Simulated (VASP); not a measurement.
# Si2Mo in VASP: further runs, part 3 of 3

VASP 6.6.1. Earlier steps stand in the parts before.

### 5 Single point, PBEsol (uniaxial strain along a: -4.5 %)

INCAR

```
SYSTEM = Si2Mo
PREC = Accurate
ENCUT = 520
EDIFF = 1E-6
ISMEAR = 0
SIGMA = 0.1
LREAL = .False.
LASPH = .True.
NELM = 100
ALGO = Normal
ISIF = 2
LWAVE = .False.
LCHARG = .False.
GGA = PS
NBANDS = 31
```

KPOINTS

```
regular mesh
0
Gamma
  12 12 6
  0 0 0
```

POSCAR

```
Si2Mo
1.0
    3.0465170139      0.0000000000      0.0000000000
    0.0000000000      3.2259584610      0.0000000000
    0.0000000000      0.0000000000      7.9093745840
Si Mo
4 2
Direct
    0.0000000000      0.0000000000      0.3349767209
    0.5000000000      0.5000000000      0.1650232791
    0.5000000000      0.5000000000      0.8349767209
    0.0000000000      0.0000000000      0.6650232791
    0.0000000000      0.0000000000      0.0000000000
    0.5000000000      0.5000000000      0.5000000000
```

Potentials or basis: VASP PAW PBE potentials, release 64 (Si, Mo_sv).

Run with:

```
cat potpaw_PBE.64/Si/POTCAR potpaw_PBE.64/Mo_sv/POTCAR > POTCAR
mpirun -np 1 vasp_std > vasp.out
```

OUTCAR:

```text
SYSTEM = Si2Mo
   PREC = Accurate
   ENCUT = 520
   EDIFF = 1E-6
   ISMEAR = 0
   LREAL = .False.
   LASPH = .True.
   NELM = 100
   ISIF = 2
   GGA = PS

 ion  position               nearest neighbor table
   1  0.000  0.000  0.335-   6 2.57   6 2.57   6 2.57   6 2.57   2 2.59   2 2.59   2 2.59   2 2.59
                             4 2.61   5 2.65
   2  0.500  0.500  0.165-   5 2.57   5 2.57   5 2.57   5 2.57   1 2.59   1 2.59   1 2.59   1 2.59
                             3 2.61   6 2.65
   3  0.500  0.500  0.835-   5 2.57   5 2.57   5 2.57   5 2.57   4 2.59   4 2.59   4 2.59   4 2.59
                             2 2.61   6 2.65
   4  0.000  0.000  0.665-   6 2.57   6 2.57   6 2.57   6 2.57   3 2.59   3 2.59   3 2.59   3 2.59
                             1 2.61   5 2.65
   5  0.000  0.000  0.000-   2 2.57   3 2.57   2 2.57   3 2.57   2 2.57   3 2.57   2 2.57   3 2.57
                             1 2.65   4 2.65
   6  0.500  0.500  0.500-   1 2.57   4 2.57   1 2.57   4 2.57   1 2.57   4 2.57   1 2.57   4 2.57
                             3 2.65   2 2.65

  LATTYP: Found a simple orthorhombic cell.
 ALAT       =     3.0465170139
 B/A-ratio  =     1.0589005235
 C/A-ratio  =     2.5962023346

  Lattice vectors:

 A1 = (   3.0465170139,   0.0000000000,   0.0000000000)
 A2 = (   0.0000000000,   3.2259584610,   0.0000000000)
 A3 = (   0.0000000000,   0.0000000000,   7.9093745840)

Analysis of symmetry for initial positions (statically):
=====================================================================
 Subroutine PRICEL returns following result:

  LATTYP: Found a body centered orthorhombic cell.
 ALAT       =     3.0465170139
 B/A-ratio  =     1.0589005235
 C/A-ratio  =     2.5962023346

  Lattice vectors:

 A1 = (  -1.5232585069,   1.6129792305,   3.9546872920)
 A2 = (   1.5232585070,  -1.6129792305,   3.9546872920)
 A3 = (   1.5232585069,   1.6129792305,  -3.9546872920)

   2 primitive cells build up your supercell.

 Routine SETGRP: Setting up the symmetry group for a
 simple orthorhombic supercell.

 Subroutine GETGRP returns: Found  8 space group operations
 (whereof  8 operations were pure point group operations)
 out of a pool of  8 trial point group operations.

The static configuration has the point symmetry D_2h.

Analysis of symmetry for dynamics (positions and initial velocities):
=====================================================================
 Subroutine PRICEL returns following result:

  LATTYP: Found a body centered orthorhombic cell.
 ALAT       =     3.0465170139
 B/A-ratio  =     1.0589005235
 C/A-ratio  =     2.5962023346

  Lattice vectors:

 A1 = (  -1.5232585069,   1.6129792305,   3.9546872920)
 A2 = (   1.5232585070,  -1.6129792305,   3.9546872920)
 A3 = (   1.5232585069,   1.6129792305,  -3.9546872920)

   2 primitive cells build up your supercell.

 Routine SETGRP: Setting up the symmetry group for a
 simple orthorhombic supercell.

[... 47 lines left out ...]
     0.000000000  0.025832116  0.000000000     0.000000000  0.083333333  0.000000000
     0.000000000  0.000000000  0.021072041     0.000000000  0.000000000  0.166666667

  Length of vectors
     0.027353641  0.025832116  0.021072041

  Shift w.r.t. Gamma in fractional coordinates (k-lattice)
     0.000000000  0.000000000  0.000000000

 Subroutine IBZKPT returns following result:
 ===========================================

 Found    196 irreducible k-points:

 Following reciprocal coordinates:
            Coordinates               Weight
  0.000000  0.000000  0.000000      1.000000
  0.083333  0.000000  0.000000      2.000000
  0.166667  0.000000  0.000000      2.000000
  0.250000  0.000000  0.000000      2.000000
  0.333333  0.000000  0.000000      2.000000
  0.416667  0.000000  0.000000      2.000000
[... 16 lines left out ...]
  0.083333  0.250000  0.000000      4.000000
  0.166667  0.250000  0.000000      4.000000
 [... further k-points ...]
   k-points           NKPTS =    196   k-points in BZ     NKDIM =    196   number of bands    NBANDS=     31
   number of dos      NEDOS =    301   number of ions     NIONS =      6
   total plane-waves  NPLWV =  34560
   dimension x,y,z NGX =    24 NGY =   24 NGZ =   60
   dimension x,y,z NGXF=    48 NGYF=   48 NGZF=  120
   ions per type =               4   2
   NGX,Y,Z   is equivalent  to a cutoff of  13.10, 12.37, 12.61 a.u.
   NGXF,Y,Z  is equivalent  to a cutoff of  26.19, 24.74, 25.22 a.u.
 SYSTEM =  Si2Mo
   PREC   = accura    normal or accurate (medium, high low for compatibility)
   ISTART =      0    job   : 0-new  1-cont  2-samecut
   ICHARG =      2    charge: 1-file 2-atom 10-const
   ISPIN  =      1    spin polarized calculation?
   LNONCOLLINEAR =      F non collinear calculations
   LSORBIT =      F    spin-orbit coupling
   LASPH  =      T    aspherical Exc in radial PAW
   ENCUT  =  520.0 eV  38.22 Ry    6.18 a.u.   5.66  6.00 14.71*2*pi/ulx,y,z
   NELM   =    100;   NELMIN=  2; NELMDL= -5     # of ELM steps
   EDIFF  = 0.1E-05   stopping-criterion for ELM
   LREAL  =      F    real-space projection
   EDIFFG = 0.1E-04   stopping-criterion for IOM
   NSW    =      0    number of steps for IOM
   IBRION =     -1    ionic relax: 0-MD 1-quasi-New 2-CG
   NFREE  =      0    steps in history (QN), initial steepest desc. (CG)
   ISIF   =      2    stress and relaxation
   ISYM   =      2    0-nonsym 1-usesym 2-fastsym
   POTIM  = 0.5000    time-step for ionic-motion
   TEBEG  =    0.0;   TEEND  =   0.0 temperature during run
   PSTRESS=    0.0 pullay stress
   NELECT =      44.0000    total number of electrons
   NUPDOWN=      -1.0000    fix difference up-down
   EMIN   =  10.00;   EMAX   =-10.00  energy-range for DOS
   EFERMI =   0.00;   METHOD = LEGACY
   ISMEAR =     0;   SIGMA  =   0.10  broadening in eV -4-tet -1-fermi 0-gaus
   EFERMI_NEDOS =   21; number of points for ismear=-14 and -15
   IALGO  =     38    algorithm
   IMIX   =      4    mixing-type and parameters
     AMIX     =   0.40;   BMIX     =  1.00
     AMIX_MAG =   1.60;   BMIX_MAG =  1.00
  volume/ion in A,a.u.               =      12.96        87.43
  Fermi-wavevector in a.u.,A,eV,Ry     =   1.354225  2.559115 24.952076  1.833926
  Thomas-Fermi vector in A             =   2.481415
   LORBIT       =      0    0 simple, 1 ext, 2 COOP (PROOUT), +10 PAW based schemes
   GGA     = PS    functional components
   LHFCALC =     F    Hartree Fock is set to
   AEXX    =    0.0000 exact exchange contribution
   IVDW    =     0    specifies the selected vdW correction
   LEPSILON=     F    determine dielectric tensor
   LRPA    =     F    only Hartree local field effects (RPA)
 non-spin polarized calculation
 Gauss-broadening in eV      SIGMA  =   0.10
  energy-cutoff  :      520.00
  volume of cell :       77.73
 maximum number of plane-waves:      2124
 NGX is ok and might be reduce to    24
   NGX = 11   NGY = 11   NGZ = 29

 number of electron      44.0000003 magnetization

 Free energy of the ion-electron system (eV)
  ---------------------------------------------------
  ext. energy  EPLUGINS =         0.00000000
  ---------------------------------------------------
  free energy    TOTEN  =       -49.95411748 eV

  energy without entropy =      -49.95102238  energy(sigma->0) =      -49.95256993

 E-fermi :  12.7939     XC(G=0): -12.6779

 val. band max:       12.7925280166   @ k =   0.1667   0.2500   0.0000
 cond. band min:      12.7957259055   @ k =   0.0833   0.0000   0.3333
 fundamental gap:      0.0031978889
 Fermi energy:        12.7939111806

 k-point     1 :       0.0000    0.0000    0.0000
  band No.  band energies     occupation
      1     -47.8463      2.00000
      2     -47.8457      2.00000
      3     -22.0977      2.00000
      4     -22.0716      2.00000
      5     -22.0277      2.00000
      6     -22.0259      2.00000
[... 805 lines left out ...]
     30      18.0196      0.00000
     31      18.4663      0.00000

 [... further k-points ...]
[... 5 lines left out ...]
  --------------------------------------------------------------------------------------
  -------------------------------------------------------------------------------------
  Total        8.7190389      0.3440797     -0.8110946     -0.0000000      0.0000000      0.0000000
  in kB      179.7110064      7.0919403    -16.7177402     -0.0000000      0.0000000      0.0000000
  external PRESSURE =      56.6950688 kB  Pullay stress =       0.0000000 kB

 VOLUME and BASIS-vectors are now :
 -----------------------------------------------------------------------------
  energy-cutoff  :      520.00
  volume of cell :       77.73
      direct lattice vectors                 reciprocal lattice vectors
     3.046517014  0.000000000  0.000000000     0.328243695  0.000000000  0.000000000
     0.000000000  3.225958461  0.000000000     0.000000000  0.309985393  0.000000000
     0.000000000  0.000000000  7.909374584     0.000000000  0.000000000  0.126432247

 POSITION                                       TOTAL-FORCE (eV/Angst)
 -----------------------------------------------------------------------------------
      0.00000      0.00000      2.64946         0.000000      0.000000     -0.011586
      1.52326      1.61298      1.30523         0.000000      0.000000      0.011586
      1.52326      1.61298      6.60414        -0.000000     -0.000000     -0.011586
      0.00000      0.00000      5.25992         0.000000     -0.000000      0.011586
      0.00000      0.00000      0.00000         0.000000      0.000000     -0.000000
      1.52326      1.61298      3.95469        -0.000000     -0.000000     -0.000000
 -----------------------------------------------------------------------------------
    total drift:                                0.000000      0.000000     -0.000000

  FREE ENERGIE OF THE ION-ELECTRON SYSTEM (eV)
  ---------------------------------------------------
  free  energy   TOTEN  =       -49.9541174793 eV

  energy  without entropy=      -49.9510223823  energy(sigma->0) =      -49.95256993
```

OSZICAR:

```text
N       E                     dE             d eps       ncg     rms          rms(c)
DAV:   1     0.314839589270E+03    0.31484E+03   -0.23197E+04 12344   0.137E+03
DAV:   2    -0.397371395034E+02   -0.35458E+03   -0.34251E+03 13830   0.366E+02
DAV:   3    -0.516726084766E+02   -0.11935E+02   -0.11681E+02 15876   0.593E+01
DAV:   4    -0.518112698973E+02   -0.13866E+00   -0.13840E+00 14514   0.610E+00
DAV:   5    -0.518129930340E+02   -0.17231E-02   -0.17228E-02 15519   0.679E-01    0.343E+01
DAV:   6    -0.502956441253E+02    0.15173E+01   -0.98121E+00 14171   0.177E+01    0.772E+00
DAV:   7    -0.500564796758E+02    0.23916E+00   -0.18008E+00 13561   0.715E+00    0.719E+00
DAV:   8    -0.499556929502E+02    0.10079E+00   -0.30549E-01 14361   0.339E+00    0.707E-01
DAV:   9    -0.499546083804E+02    0.10846E-02   -0.10193E-02 15166   0.515E-01    0.378E-01
DAV:  10    -0.499543049921E+02    0.30339E-03   -0.34913E-03 14284   0.391E-01    0.203E-01
DAV:  11    -0.499541182619E+02    0.18673E-03   -0.96888E-04 14385   0.195E-01    0.421E-02
DAV:  12    -0.499541179110E+02    0.35091E-06   -0.23654E-05 12903   0.278E-02    0.163E-02
DAV:  13    -0.499541174793E+02    0.43164E-06   -0.22452E-06 11963   0.836E-03
   1 F= -.49954117E+02 E0= -.49952570E+02  d E =-.309510E-02
```

It took 3 min on 1 thread of AMD EPYC 9R45 (Zen 5), shared host; peak memory 0.42 GiB.

Results:

```yaml
Free_energy: -49.9541 eV
Pressure: 5.7 GPa
Largest_force: 0.012 eV/Å
Band_gap_on_the_k_mesh: zero (bands 22 and 23 overlap by 0.94 eV)
```

Forces on the atoms (eV/Å):
```
Si   0.000  0.000 -0.012
Si   0.000  0.000  0.012
Si   0.000  0.000 -0.012
Si   0.000  0.000  0.012
Mo   0.000  0.000  0.000
Mo   0.000  0.000  0.000
```

Stress tensor (GPa, compression positive):
```
17.97  0.00  0.00
 0.00  0.71  0.00
 0.00  0.00 -1.67
```

Levels at points of the mesh, in eV from the Fermi level:
```csv
k point,band 20,band 21,band 22,band 23,band 24,band 25
"(0.00, 0.00, 0.00)",-1.03,-0.31,0.39,0.51,0.63,2.53
"(0.50, 0.00, 0.00)",-2.78,-0.99,-0.99,1.93,1.93,3.41
"(0.00, 0.50, 0.00)",-2.11,-0.37,-0.37,1.63,1.63,2.81
"(0.50, 0.50, 0.00)",-3.45,-1.24,-1.24,2.27,2.27,2.93
"(0.00, 0.00, 0.50)",-1.53,0.57,0.57,1.27,1.27,1.92
"(0.50, 0.00, 0.50)",-2.78,-0.81,-0.81,2.77,2.77,2.81
"(0.00, 0.50, 0.50)",-2.15,-0.23,-0.23,1.92,1.92,3.84
"(0.50, 0.50, 0.50)",-2.46,-2.11,-2.11,0.18,0.18,2.38
```

Caveat: the cell differs from its parent crystal (uniaxial strain along a: -4.5 %); the cell stands under pressure; the PAW data sets were made with another functional, which shifts forces and pressure a little.

### 6 Summary

```tsv
cell	gap on the mesh (eV)	pressure (GPa)	largest force (eV/Å)
a = 3.202, b = 3.202, c = 7.704 Å, 6 atoms	none	2.6	0.03
a = 3.190, b = 3.190, c = 7.821 Å, 6 atoms	none	0.4	0.01
a = 3.047, b = 3.232, c = 7.874 Å, 6 atoms	none	6.4	0.01
a = 3.047, b = 3.226, c = 7.909 Å, 6 atoms	none	5.7	0.01
```

Alike in all rows: task single point; level PBEsol; potentials or basis VASP PAW PBE potentials, release 64 (Si, Mo_sv); no spin polarisation; k mesh 12 × 12 × 6; cutoff (eV) 520; smearing gaussian 0.1 eV.

Caveats: the PAW data sets were made with another functional, which shifts forces and pressure a little; the cell stands under pressure (at least some runs).

Total energies depend on the potentials used, so only differences within one code and one set of settings carry meaning.
